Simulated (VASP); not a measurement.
Ca:

```
Ca
1.0
     6.27063    0.00000    0.00000
    -3.13531    5.43052    0.00000
     0.00000    0.00000    3.84389
Ca
3
Direct
  0.00000 0.00000 0.00000
  0.33333 0.66667 0.50000
  0.66667 0.33333 0.50000
```

This isn't the form of Ca at room conditions, which is fcc.

- Program: VASP 6.6.1
- Task: relaxation of cell and atoms
- Functional: LDA
- Potentials or basis: VASP PAW LDA potentials, release 64 (Ca_sv)
- Cutoff: 600 eV
- k mesh: 6 × 6 × 8
- Occupations: fermi-dirac, width 0.1 eV
- Spin: no spin polarisation

At the start: pressure -1.9 GPa; volume 43.63 Å³/atom.

Where does the relaxation end?

Over 6 steps the energy falls by 34.3 meV/atom and the volume is 38.48 Å³/atom (-11.8 %); space group P6/mmm (No. 191, to 0.1 Å) before and after.

The path:
| step | energy change (eV) | largest force (eV/Å) | pressure (GPa) | volume (Å³) |
| --- | --- | --- | --- | --- |
| 1 | 0.0000 | 0.0000 | -1.89 | 130.90 |
| 2 | -0.0844 | 0.0000 | -0.83 | 121.40 |
| 3 | -0.1010 | 0.0000 | -0.07 | 116.03 |
| 4 | -0.1013 | 0.0000 | 0.03 | 115.38 |
| 5 | -0.1024 | 0.0000 | 0.03 | 115.42 |
| 6 | -0.1029 | 0.0000 | 0.01 | 115.45 |

Final structure:
```yaml
crystal:
  lattice:
    - [6.06542, 0.00000, 0.00000]
    - [-3.03271, 5.25281, 0.00000]
    - [0.00000, 0.00000, 3.62358]
  atoms:
    - { symbol: Ca, position: [0.00000, 0.00000, 0.00000] }
    - { symbol: Ca, position: [0.33333, 0.66667, 0.50000] }
    - { symbol: Ca, position: [0.66667, 0.33333, 0.50000] }
```
